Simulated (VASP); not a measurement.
# SiC (P6_3mc) in VASP: notebook

SiC is run at these levels: LDA; tasks: single point.

Everything below comes from runs of VASP 6.6.1. Logs are shortened: lines on timing, memory, paths and dates and some standing lists are left out, and cuts for length are marked.

## 1. The cell of the first run

Symmetry: P6_3mc, No. 186, hexagonal system. Conventional cell: a = 2.976 Å, b = 2.976 Å, c = 5.292 Å, α = 90.00°, β = 90.00°, γ = 120.00°. Within 2.5 Å of Si (site symmetry 3m) lie 4 C at 1.85 to 1.95 Å. Within 2.5 Å of C (site symmetry 3m) lie 4 Si at 1.85 to 1.95 Å.

## 2. Single point, LDA (volume 10.144 Å^3 an atom, c/a of the conventional cell 1.7783)

The input, INCAR:

```
SYSTEM = SiC
ALGO = Normal
EDIFF = 1E-6
ENCUT = 520
ISIF = 2
ISMEAR = 0
LASPH = .TRUE.
LCHARG = .FALSE.
LREAL = .FALSE.
LWAVE = .FALSE.
NBANDS = 16
NELM = 80
PREC = Accurate
SIGMA = 0.05
```

The input, KPOINTS:

```
k-points
0
G
  12 12 6
  0 0 0
```

The input, POSCAR:

```
SiC
1.0
    2.9756098396      0.0000000000      0.0000000000
   -1.4878049198      2.5769537128      0.0000000000
    0.0000000000      0.0000000000      5.2915269777
Si C
2 2
Direct
    0.3333333333      0.6666666667      0.0079222531
    0.6666666667      0.3333333333      0.5079222531
    0.3333333333      0.6666666667      0.3770777469
    0.6666666667      0.3333333333      0.8770777469
```

Potentials or basis: VASP PAW LDA potentials, release 64 (Si, C).

On the command line:

```sh
> cat potpaw_LDA.64/Si/POTCAR potpaw_LDA.64/C/POTCAR > POTCAR
> mpirun -np 1 vasp_std > vasp.out
```

OUTCAR:

```text
SYSTEM = SiC
   EDIFF = 1E-6
   ENCUT = 520
   ISIF = 2
   ISMEAR = 0
   LASPH = .TRUE.
   LREAL = .FALSE.
   NELM = 80
   PREC = Accurate

 ion  position               nearest neighbor table
   1  0.333  0.667  0.008-   4 1.85   4 1.85   4 1.85   3 1.95
   2  0.667  0.333  0.508-   3 1.85   3 1.85   3 1.85   4 1.95
   3  0.333  0.667  0.377-   2 1.85   2 1.85   2 1.85   1 1.95
   4  0.667  0.333  0.877-   1 1.85   1 1.85   1 1.85   2 1.95

  LATTYP: Found a hexagonal cell.
 ALAT       =     2.9756098396
 C/A-ratio  =     1.7783000000

  Lattice vectors:

 A1 = (   2.9756098396,   0.0000000000,   0.0000000000)
 A2 = (  -1.4878049198,   2.5769537128,   0.0000000000)
 A3 = (   0.0000000000,   0.0000000000,   5.2915269777)

Analysis of symmetry for initial positions (statically):
=====================================================================
 Subroutine PRICEL returns:
 Original cell was already a primitive cell.

 Routine SETGRP: Setting up the symmetry group for a
 hexagonal supercell.

 Subroutine GETGRP returns: Found 12 space group operations
 (whereof  6 operations were pure point group operations)
 out of a pool of 24 trial point group operations.

The static configuration has the point symmetry C_3v.
 The point group associated with its full space group is C_6v.

Analysis of symmetry for dynamics (positions and initial velocities):
=====================================================================
 Subroutine PRICEL returns:
 Original cell was already a primitive cell.

 Routine SETGRP: Setting up the symmetry group for a
 hexagonal supercell.

 Subroutine GETGRP returns: Found 12 space group operations
 (whereof  6 operations were pure point group operations)
 out of a pool of 24 trial point group operations.

The dynamic configuration has the point symmetry C_3v.
 The point group associated with its full space group is C_6v.

 Subroutine INISYM returns: Found 12 space group operations
 (whereof  6 operations are pure point group operations),
 and found     1 'primitive' translations

----------------------------------------------------------------------------------------

                                     Primitive cell

  volume of cell :      40.5755

  direct lattice vectors                    reciprocal lattice vectors
     2.975609840  0.000000000  0.000000000     0.336065564  0.194027544  0.000000000
    -1.487804920  2.576953713  0.000000000     0.000000000  0.388055088  0.000000000
     0.000000000  0.000000000  5.291526978     0.000000000  0.000000000  0.188981367

  length of vectors
     2.975609840  2.975609840  5.291526978     0.388055088  0.388055088  0.188981367

  position of ions in fractional coordinates (direct lattice)
     0.333333333  0.666666667  0.007922253
     0.666666667  0.333333333  0.507922253
     0.333333333  0.666666667  0.377077747
     0.666666667  0.333333333  0.877077747

  ion indices of the primitive-cell ions
   primitive index   ion index
                 1           1
                 2           2
                 3           3
                 4           4

----------------------------------------------------------------------------------------

 KPOINTS: k-points

Automatic generation of k-mesh.
 Grid dimensions read from file:
 generate k-points for:   12   12    6

 Generating k-lattice:

  Cartesian coordinates                     Fractional coordinates (reciprocal lattice)
     0.028005464  0.016168962  0.000000000     0.083333333  0.000000000  0.000000000
     0.000000000  0.032337924  0.000000000     0.000000000  0.083333333  0.000000000
     0.000000000  0.000000000  0.031496894     0.000000000  0.000000000  0.166666667

  Length of vectors
     0.032337924  0.032337924  0.031496894

  Shift w.r.t. Gamma in fractional coordinates (k-lattice)
     0.000000000  0.000000000  0.000000000

 Subroutine IBZKPT returns following result:
 ===========================================

 Found     76 irreducible k-points:

 Following reciprocal coordinates:
            Coordinates               Weight
  0.000000  0.000000  0.000000      1.000000
  0.083333  0.000000  0.000000      6.000000
  0.166667  0.000000  0.000000      6.000000
  0.250000  0.000000  0.000000      6.000000
  0.333333  0.000000  0.000000      6.000000
  0.416667  0.000000  0.000000      6.000000
[... 16 lines left out ...]
  0.250000  0.000000  0.166667     12.000000
  0.333333  0.000000  0.166667     12.000000
 [... further k-points ...]
   k-points           NKPTS =     76   k-points in BZ     NKDIM =     76   number of bands    NBANDS=     16
   number of dos      NEDOS =    301   number of ions     NIONS =      4
   total plane-waves  NPLWV =  23040
   dimension x,y,z NGX =    24 NGY =   24 NGZ =   40
   dimension x,y,z NGXF=    48 NGYF=   48 NGZF=   80
   ions per type =               2   2
   NGX,Y,Z   is equivalent  to a cutoff of  13.41, 13.41, 12.57 a.u.
   NGXF,Y,Z  is equivalent  to a cutoff of  26.82, 26.82, 25.13 a.u.
 SYSTEM =  SiC
   PREC   = accura    normal or accurate (medium, high low for compatibility)
   ISTART =      0    job   : 0-new  1-cont  2-samecut
   ICHARG =      2    charge: 1-file 2-atom 10-const
   ISPIN  =      1    spin polarized calculation?
   LNONCOLLINEAR =      F non collinear calculations
   LSORBIT =      F    spin-orbit coupling
   LASPH  =      T    aspherical Exc in radial PAW
   ENCUT  =  520.0 eV  38.22 Ry    6.18 a.u.   5.53  5.53  9.84*2*pi/ulx,y,z
   NELM   =     80;   NELMIN=  2; NELMDL= -5     # of ELM steps
   EDIFF  = 0.1E-05   stopping-criterion for ELM
   LREAL  =      F    real-space projection
   EDIFFG = 0.1E-04   stopping-criterion for IOM
   NSW    =      0    number of steps for IOM
   IBRION =     -1    ionic relax: 0-MD 1-quasi-New 2-CG
   NFREE  =      0    steps in history (QN), initial steepest desc. (CG)
   ISIF   =      2    stress and relaxation
   ISYM   =      2    0-nonsym 1-usesym 2-fastsym
   POTIM  = 0.5000    time-step for ionic-motion
   TEBEG  =    0.0;   TEEND  =   0.0 temperature during run
   PSTRESS=    0.0 pullay stress
   NELECT =      16.0000    total number of electrons
   NUPDOWN=      -1.0000    fix difference up-down
   EMIN   =  10.00;   EMAX   =-10.00  energy-range for DOS
   EFERMI =   0.00;   METHOD = LEGACY
   ISMEAR =     0;   SIGMA  =   0.05  broadening in eV -4-tet -1-fermi 0-gaus
   EFERMI_NEDOS =   21; number of points for ismear=-14 and -15
   IALGO  =     38    algorithm
   IMIX   =      4    mixing-type and parameters
     AMIX     =   0.40;   BMIX     =  1.00
     AMIX_MAG =   1.60;   BMIX_MAG =  1.00
  volume/ion in A,a.u.               =      10.14        68.45
  Fermi-wavevector in a.u.,A,eV,Ry     =   1.200495  2.268606 19.608550  1.441188
  Thomas-Fermi vector in A             =   2.336329
   LORBIT       =      0    0 simple, 1 ext, 2 COOP (PROOUT), +10 PAW based schemes
   GGA     = CA    functional components
   LHFCALC =     F    Hartree Fock is set to
   AEXX    =    0.0000 exact exchange contribution
   IVDW    =     0    specifies the selected vdW correction
   LEPSILON=     F    determine dielectric tensor
   LRPA    =     F    only Hartree local field effects (RPA)
 non-spin polarized calculation
 Gauss-broadening in eV      SIGMA  =   0.05
  energy-cutoff  :      520.00
  volume of cell :       40.58
 maximum number of plane-waves:      1118
 NGX is ok and might be reduce to    24
   NGX = 11   NGY = 11   NGZ = 19

 number of electron      15.9999999 magnetization

 Free energy of the ion-electron system (eV)
  ---------------------------------------------------
  ext. energy  EPLUGINS =         0.00000000
  ---------------------------------------------------
  free energy    TOTEN  =       -32.99243715 eV

  energy without entropy =      -32.99243715  energy(sigma->0) =      -32.99243715

 E-fermi :   8.9620     XC(G=0): -11.6396

 val. band max:        8.6902031925   @ k =   0.0000   0.0000   0.0000
 cond. band min:      10.2050203439   @ k =   0.3333   0.3333   0.0000
 fundamental gap:      1.5148171515
 Fermi energy:         8.9620217620

 k-point     1 :       0.0000    0.0000    0.0000
  band No.  band energies     occupation
      1      -7.2027      2.00000
      2      -4.1084      2.00000
      3      -0.6127      2.00000
      4       7.7037      2.00000
      5       7.7037      2.00000
      6       7.7360      2.00000
[... 8 lines left out ...]
     15      17.7204      0.00000
     16      19.3404      0.00000

 k-point     2 :       0.0833    0.0000    0.0000
  band No.  band energies     occupation
      1      -7.0719      2.00000
      2      -3.9911      2.00000
      3      -0.4892      2.00000
      4       7.0013      2.00000
      5       7.4768      2.00000
      6       7.7012      2.00000
[... 8 lines left out ...]
     15      18.0230      0.00000
     16      19.1270      0.00000

 k-point     3 :       0.1667    0.0000    0.0000
  band No.  band energies     occupation
      1      -6.6826      2.00000
      2      -3.6457      2.00000
      3      -0.1259      2.00000
      4       5.4290      2.00000
      5       6.9676      2.00000
      6       6.9859      2.00000
[... 8 lines left out ...]
     15      18.3741      0.00000
     16      18.7266      0.00000

 k-point     4 :       0.2500    0.0000    0.0000
  band No.  band energies     occupation
      1      -6.0456      2.00000
      2      -3.0985      2.00000
      3       0.4426      2.00000
      4       3.6437      2.00000
      5       5.4794      2.00000
      6       6.4166      2.00000
[... 8 lines left out ...]
     15      18.7828      0.00000
     16      19.7919      0.00000
[... 324 lines left out ...]
 k-point    22 :       0.1667    0.0000    0.1667
  band No.  band energies     occupation
      1      -6.5624      2.00000
      2      -4.0718      2.00000
      3       0.4996      2.00000
      4       5.5204      2.00000
      5       6.5269      2.00000
      6       7.0415      2.00000
[... 8 lines left out ...]
     15      18.5890      0.00000
     16      18.8257      0.00000

 k-point    23 :       0.2500    0.0000    0.1667
  band No.  band energies     occupation
      1      -5.9272      2.00000
      2      -3.5014      2.00000
      3       1.0068      2.00000
      4       3.7778      2.00000
      5       5.1633      2.00000
      6       6.4974      2.00000
[... 8 lines left out ...]
     15      19.0214      0.00000
     16      19.6615      0.00000

 k-point    24 :       0.3333    0.0000    0.1667
  band No.  band energies     occupation
      1      -5.0720      2.00000
      2      -2.7848      2.00000
      3       1.2131      2.00000
      4       2.5974      2.00000
      5       3.6043      2.00000
      6       6.0460      2.00000
[... 8 lines left out ...]
     15      19.4786      0.00000
     16      20.7592      0.00000

 [... further k-points ...]
[... 5 lines left out ...]
  --------------------------------------------------------------------------------------
  -------------------------------------------------------------------------------------
  Total        3.9115675      3.9115675     -6.7503860      0.0000000      0.0000000      0.0000000
  in kB      154.4535139    154.4535139   -266.5480887      0.0000000      0.0000000      0.0000000
  external PRESSURE =      14.1196464 kB  Pullay stress =       0.0000000 kB

 VOLUME and BASIS-vectors are now :
 -----------------------------------------------------------------------------
  energy-cutoff  :      520.00
  volume of cell :       40.58
      direct lattice vectors                 reciprocal lattice vectors
     2.975609840  0.000000000  0.000000000     0.336065564  0.194027544  0.000000000
    -1.487804920  2.576953713  0.000000000     0.000000000  0.388055088  0.000000000
     0.000000000  0.000000000  5.291526978     0.000000000  0.000000000  0.188981367

 POSITION                                       TOTAL-FORCE (eV/Angst)
 -----------------------------------------------------------------------------------
     -0.00000      1.71797      0.04192         0.000000      0.000000      0.004420
      1.48780      0.85898      2.68768        -0.000000     -0.000000      0.004420
     -0.00000      1.71797      1.99532        -0.000000      0.000000     -0.004420
      1.48780      0.85898      4.64108         0.000000     -0.000000     -0.004420
 -----------------------------------------------------------------------------------
    total drift:                                0.000000      0.000000      0.001697

  FREE ENERGIE OF THE ION-ELECTRON SYSTEM (eV)
  ---------------------------------------------------
  free  energy   TOTEN  =       -32.9924371540 eV

  energy  without entropy=      -32.9924371540  energy(sigma->0) =      -32.99243715
```

Run time: 86 s. Hardware: 1 thread of AMD EPYC 7R13, shared host; peak memory 0.13 GiB.

Results:

* Free energy: -32.9924 eV
* Pressure: 1.4 GPa
* Largest force: 0.004 eV/Å
* Band gap on the k mesh: 1.51 eV, indirect (least direct gap 4.18 eV)

Forces on the atoms (eV/Å):
```
Si   0.000  0.000  0.004
Si   0.000  0.000  0.004
C    0.000  0.000 -0.004
C    0.000  0.000 -0.004
```

 A k mesh can miss the band edges.

(Part 1 of 2 ends here.)
